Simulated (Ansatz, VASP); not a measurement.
Ge in VASP and in Ansatz

POSCAR

```
Ge
1.0
   -2.5734902220      2.5734902220      1.4090864228
    2.5734902220     -2.5734902220      1.4090864228
    2.5734902220      2.5734902220     -1.4090864228
Ge
2
Direct
    0.2500000000      0.7500000000      0.5000000000
    0.5000000000      0.5000000000      0.0000000000
```

INCAR.step1

```
SYSTEM = Ge
PREC = Accurate
ENCUT = 520
ISMEAR = 0
SIGMA = 0.15
LREAL = .FALSE.
LASPH = .TRUE.
NELM = 60
NBANDS = 21
GGA = PE
ALGO = Normal
EDIFF = 1E-4
LWAVE = .TRUE.
LCHARG = .FALSE.
```

File INCAR.step2:

```
SYSTEM = Ge
PREC = Accurate
ENCUT = 520
EDIFF = 1E-7
ISMEAR = 0
SIGMA = 0.15
LREAL = .FALSE.
LASPH = .TRUE.
NELM = 60
ALGO = Normal
ISIF = 2
LWAVE = .FALSE.
LCHARG = .FALSE.
METAGGA = R2SCAN
LMIXTAU = .TRUE.
NBANDS = 21
ISTART = 1
```

File KPOINTS:

```
regular mesh
0
G
  14 14 14
  0 0 0
```

Input for Ansatz:

```yaml
crystal:
  lattice:
    - [-2.5734902219, 2.5734902219, 1.4090864226]
    - [2.5734902219, -2.5734902219, 1.4090864226]
    - [2.5734902219, 2.5734902219, -1.4090864226]
  atoms:
    - { symbol: Ge, position: [0.25, 0.75, 0.5] }
    - { symbol: Ge, position: [0.5, 0.5, 0.0] }
basis:
  ecutwfc: 500
kpoints:
  mp_grid: { grid: [14, 14, 14] }
hamiltonian:
  xc: r2scan
scf:
  occupations: { method: gaussian, width: 0.15 }
output:
  forces: true
  stress: true
  eigenvalues: true
  write_density: true
  write_potential: true
  elf: true
  volumetric_format: npy
```

Alike in both runs: task single point; functional r2SCAN; k mesh 14 × 14 × 14; occupations gaussian, width 0.15 eV; no spin polarisation.

|  | VASP | Ansatz |
| --- | --- | --- |
| version | VASP 6.6.1 | Ansatz 0.2.0 |
| potentials or method | VASP PAW PBE potentials, release 64 (Ge_d), cutoff 520 eV | scalar-relativistic, plane waves, PAW |
| valence electrons in the cell | 28 | 28 |

|  | VASP | Ansatz | Ansatz less VASP |
| --- | --- | --- | --- |
| gap on the k mesh at the Fermi level (eV) | none | none | - |
| pressure (GPa) | -0.2 | 0.0 | +0.16 |
| traceless stress, the component that is largest in VASP (GPa) | 1.14 | 1.16 | +0.023 |

VASP's potentials were made for PBE, not for r2SCAN. A gap of «none» marks a metal or a gap that the smearing closes. With one functional, cell and mesh, what is left measures potentials, basis and numerics.
